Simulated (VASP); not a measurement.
Here is a VASP 6.6.1 calculation.

Contents of INCAR:

```
SYSTEM = NbSnTe4
ALGO     = Normal         ! electronic algorithm
EDIFF    = 1E-6           ! SCF threshold, eV
ENCUT    = 520            ! plane-wave cutoff, eV
GGA      = PE             ! functional
ISIF     = 2              ! what is computed and relaxed
ISMEAR   = 0              ! smearing method
ISPIN    = 2              ! spin polarisation
LASPH    = .True.         ! aspherical terms in the spheres
LCHARG   = .True.         ! write CHGCAR
LELF     = .True.         ! ELF
LMAXMIX  = 4              ! l up to which the mixer works
LORBIT   = 11             ! projections on sites
LREAL    = .False.        ! projectors in reciprocal space
LVHAR    = .True.       
LWAVE    = .False.        ! write WAVECAR
MAGMOM   = 1 0 0 0 0 0    ! initial moments
NBANDS   = 38             ! bands
NELM     = 150            ! most SCF steps
PREC     = Accurate       ! precision mode
SIGMA    = 0.1            ! smearing width, eV
```

KPOINTS

```
k-points
0
Gamma
  3 3 4
  0 0 0
```

POSCAR

```
NbSnTe4
1.0
    6.4071175126      0.0000000000      0.0000000000
   -3.2035587563      5.5487265310      0.0000000000
    0.0000000000      0.0000000000      4.9430073371
Nb Sn Te
1 1 4
Direct
    0.0000000000      0.0000000000      0.0000000000
    0.6666666667      0.3333333333      0.0000000000
    0.3333333333      0.6666666667      0.0000000000
    0.6844737773      0.8422368887      0.5000000000
    0.1577631113      0.8422368887      0.5000000000
    0.1577631113      0.3155262227      0.5000000000
```

Potentials or basis: VASP PAW PBE potentials, release 64 (Nb_sv, Sn_d, Te).

The run is started by

```sh
$ cat potpaw_PBE.64/Nb_sv/POTCAR potpaw_PBE.64/Sn_d/POTCAR potpaw_PBE.64/Te/POTCAR > POTCAR
$ mpirun -np 1 vasp_std > vasp.out
```

Q: What does it give for the largest force?

A: 0.076 eV/Å.

Q: Predict the site moments.

A: Nb +0.66; Sn +0.08; Te +0.08, +0.01 μB.

Q: Predict the pressure.

A: 0.0 GPa.

Forces in eV/Å, atoms in the order of the input:
```
Nb   0.000  0.000  0.000
Sn   0.000  0.000  0.000
Te   0.000  0.000  0.000
Te   0.066  0.038  0.000
Te  -0.066  0.038  0.000
Te   0.000 -0.076  0.000
```

Caveat: the k points lie up to 0.38 Å⁻¹ apart.
